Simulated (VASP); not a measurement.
A run of VASP 6.6.1 is set up as follows.

Contents of POSCAR:

```
ZnS
1.0
    3.8062790722      0.0000000000      0.0000000000
   -1.9031395361      3.2963343704      0.0000000000
    0.0000000000      0.0000000000      6.2463562468
Zn S
2 2
Direct
    0.3333333333      0.6666666667      0.0053931040
    0.6666666667      0.3333333333      0.5053931040
    0.3333333333      0.6666666667      0.3796068960
    0.6666666667      0.3333333333      0.8796068960
```

INCAR.step1

```
SYSTEM = ZnS
  PREC = Accurate
  ENCUT = 520
  ISMEAR = -1
  SIGMA = 0.1
  LREAL = .FALSE.
  LASPH = .TRUE.
  NELM = 100
  NBANDS = 26
  GGA = PE
  ALGO = Normal
  EDIFF = 1E-4
  LWAVE = .TRUE.
  LCHARG = .FALSE.
```

Contents of INCAR.step2:

```
SYSTEM = ZnS
  PREC = Accurate
  ENCUT = 520
  EDIFF = 1E-6
  ISMEAR = -1
  SIGMA = 0.1
  LREAL = .FALSE.
  LASPH = .TRUE.
  NELM = 100
  ALGO = Normal
  ISIF = 2
  LWAVE = .FALSE.
  LCHARG = .TRUE.
  METAGGA = R2SCAN
  LMIXTAU = .TRUE.
  LELF = .TRUE.
  LVHAR = .TRUE.
  NBANDS = 26
  ISTART = 1
```

Contents of KPOINTS:

```
Automatic mesh
0
G
  8 8 4
  0 0 0
```

Potentials or basis: VASP PAW PBE potentials, release 64 (Zn, S).

The run is started by

```sh
$ cat potpaw_PBE.64/Zn/POTCAR potpaw_PBE.64/S/POTCAR > POTCAR
$ cp INCAR.step1 INCAR
$ mpirun -np 1 vasp_std > vasp.out
$ cp INCAR.step2 INCAR
$ mpirun -np 1 vasp_std > vasp.out
```

Question: Predict the band gap on the k mesh.

Answer: 2.79 eV.

Question: Estimate the pressure.

Answer: 0.0 GPa.

Forces on the atoms (eV/Å):
```
Zn   0.000  0.000  0.003
Zn   0.000  0.000  0.003
S    0.000  0.000 -0.003
S    0.000  0.000 -0.003
```

Caveat: the PAW data sets were made with another functional, which shifts forces and pressure a little.
